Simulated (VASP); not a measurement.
Set up this calculation in VASP 6.6.1, as the native input.

* Task: single point
* Functional: PBEsol
* Potentials or basis: VASP PAW PBE potentials, release 64 (Ta_pv, N)
* Cutoff: 600 eV
* k mesh: 12 × 12 × 13
* Occupations: gaussian, width 0.1 eV
* Spin: no spin polarisation
* Dipole correction: no
* Further INCAR settings: ALGO = Normal; EDIFF = 1e-06; NBANDS = 15

The structure of TaN lies in POSCAR:

```
TaN
1.0
    3.0358717017     -0.0000000136     -0.0003780923
   -1.5179358626      2.6291420367      0.0000000000
    1.5176139640      0.8761948306      2.5955920604
Ta N
1 1
Direct
    0.0000000000      0.0000000000      0.0000000000
    0.0000000000      0.5000000000      0.5000000000
```

These files were run (other wordings do the same):

INCAR

```
  ALGO = Normal
  EDIFF = 1E-6
  ENCUT = 600
  GGA = PS
  GGA_COMPAT = F
  ISIF = 2
  ISMEAR = 0
  LASPH = T
  LCHARG = F
  LREAL = F
  LWAVE = F
  NBANDS = 15
  NELM = 120
  PREC = Accurate
  SIGMA = 0.1
```

KPOINTS

```
k-points
0
Gamma
  12 12 13
```

Potentials or basis: VASP PAW PBE potentials, release 64 (Ta_pv, N).

Run with:

```bash
$ cat potpaw_PBE.64/Ta_pv/POTCAR potpaw_PBE.64/N/POTCAR > POTCAR
$ mpirun -np 1 vasp_std > vasp.out
```

Results of the run:

| Quantity | Value |
| --- | --- |
| Pressure | 5.0 GPa |
| Band gap on the k mesh | zero (bands 8 and 9 overlap by 3.62 eV) |

Caveat: the cell stands under pressure; the PAW data sets were made with another functional, which shifts forces and pressure a little; spin-orbit coupling is left out, which moves the levels of the heavy elements.

Run time: 96 s on 1 thread of Intel(R) Xeon(R) Platinum 8259CL CPU @ 2.50GHz (Skylake/Cascade Lake), with other jobs on the host, peak memory 0.31 GiB.
